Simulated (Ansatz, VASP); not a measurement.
# Two plane-wave programs on MgSn2N2

File INCAR:

```
SYSTEM = MgSn2N2
  ALGO = Normal
  EDIFF = 1E-6
  EDIFFG = -0.04
  ENCUT = 600
  GGA = PE
  IBRION = 2
  ISIF = 3
  ISMEAR = 0
  LASPH = .True.
  LCHARG = .False.
  LREAL = .False.
  LWAVE = .False.
  NELM = 100
  NSW = 90
  PREC = Accurate
  SIGMA = 0.1
```

File KPOINTS:

```
k-points
0
Gamma
  6 6 6
  0 0 0
```

Contents of POSCAR:

```
MgSn2N2
1.0
   -2.5307403800      2.5307403800      3.9280860900
    2.5307403800     -2.5307403800      3.9280860900
    2.5307403800      2.5307403800     -3.9280860900
Mg Sn N
1 2 2
Direct
    0.0000000000      0.0000000000      0.0000000000
    0.5000000000      0.0000000000      0.5000000000
    0.0000000000      0.5000000000      0.5000000000
    0.7500000000      0.2500000000      0.5000000000
    0.2500000000      0.7500000000      0.5000000000
```

Input for Ansatz:

```yaml
crystal:
  lattice:
    - [-2.53074038, 2.53074038, 3.92808609]
    - [2.53074038, -2.53074038, 3.92808609]
    - [2.53074038, 2.53074038, -3.92808609]
  atoms:
    - { symbol: Mg, position: [0.0, 0.0, 0.0] }
    - { symbol: Sn, position: [0.5, 0.0, 0.5] }
    - { symbol: Sn, position: [0.0, 0.5, 0.5] }
    - { symbol: "N", position: [0.75, 0.25, 0.5] }
    - { symbol: "N", position: [0.25, 0.75, 0.5] }
basis:
  ecutwfc: 420
kpoints:
  mp_grid: { grid: [6, 6, 6] }
hamiltonian:
  xc: pbe
scf:
  occupations: { method: gaussian, width: 0.1 }
  lower_state_search: "off"
output:
  forces: true
  stress: true
  eigenvalues: true
relax:
  adjacent_minimum: "off"
  f_tol: 0.04
  max_steps: 70
  cell: { stress_tol: 0.4 }
```

Alike in both runs: task relaxation of cell and atoms; functional PBE; k mesh 6 × 6 × 6; occupations gaussian, width 0.1 eV; no spin polarisation.

```csv
,VASP,Ansatz
version,VASP 6.6.1,Ansatz 0.2.0
potentials or method,"VASP PAW PBE potentials, release 64 (Mg, Sn_d, N), cutoff 600 eV","scalar-relativistic, plane waves, PAW"
valence electrons in the cell,40,48
```

|  | VASP | Ansatz | Ansatz less VASP |
| --- | --- | --- | --- |
| gap on the k mesh at the Fermi level, each at its own relaxed structure (eV) | none | none | - |
| relaxed volume (Å³/atom) | 27.97 | 28.18 | +0.209 |
| relaxed length of the cell vector where the two differ most in proportion (Å) | 5.800 | 5.812 | +0.0116 |

A gap of «none» marks a metal or a gap that the smearing closes. VASP's potentials hold 40 valence electrons a cell and Ansatz's 48, so a difference there can come from the potentials and not from the codes.

Noted on VASP's run: the volume moved by over 15 % at a fixed basis, so the end points are rough.
